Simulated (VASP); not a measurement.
Set up this calculation in VASP 6.6.1, as the native input.

* Task: single point
* Functional: LDA
* Potentials or basis: VASP PAW LDA potentials, release 64 (Be)
* Cutoff: 520 eV
* k mesh: 30 × 30 × 15
* Occupations: fermi-dirac, width 0.1 eV
* Spin: no spin polarisation
* Dipole correction: no
* Further INCAR settings: ALGO = Normal; EDIFF = 1e-07; NBANDS = 9

The structure of Be lies in POSCAR:

```
Be
1.0
   -1.4376737955      1.1787347918      1.0518629325
    1.1787347918     -1.4376737955      1.0518629325
    2.6019775077      2.6019775077     -1.5261101920
Be
2
Direct
    0.9583948535      0.0416051465      0.0000000000
    0.7916051465      0.2083948535      0.5000000000
```

One way to write it, as run:

INCAR

```
PREC     = Accurate       # precision mode
ENCUT    = 520            # plane-wave cutoff, eV
EDIFF    = 1E-7           # SCF threshold, eV
ISMEAR   = -1             # smearing method
SIGMA    = 0.1            # smearing width, eV
LREAL    = False          # projectors in reciprocal space
LASPH    = True           # aspherical terms in the spheres
NELM     = 60             # most SCF steps
ALGO     = Normal         # electronic algorithm
ISIF     = 2              # what is computed and relaxed
LWAVE    = False          # write WAVECAR
LCHARG   = True           # write CHGCAR
GGA      = CA             # functional
LELF     = True           # ELF
LVHAR    = True         
NBANDS   = 9              # bands
```

KPOINTS

```
Automatic mesh
0
Gamma
  30 30 15
```

Potentials or basis: VASP PAW LDA potentials, release 64 (Be).

Launch:

```bash
$ cat potpaw_LDA.64/Be/POTCAR > POTCAR
$ mpirun -np 1 vasp_std > vasp.out
```

Results of the run:

| Item | Value |
| --- | --- |
| Pressure | 21.4 GPa |
| Band gap on the k mesh | zero (bands 2 and 3 overlap by 2.37 eV) |

Caveat: the cell stands under pressure.

Run time: 2 min on 1 thread of Intel(R) Xeon(R) Platinum 8488C (Sapphire Rapids), with other jobs on the host, peak memory 0.43 GiB.
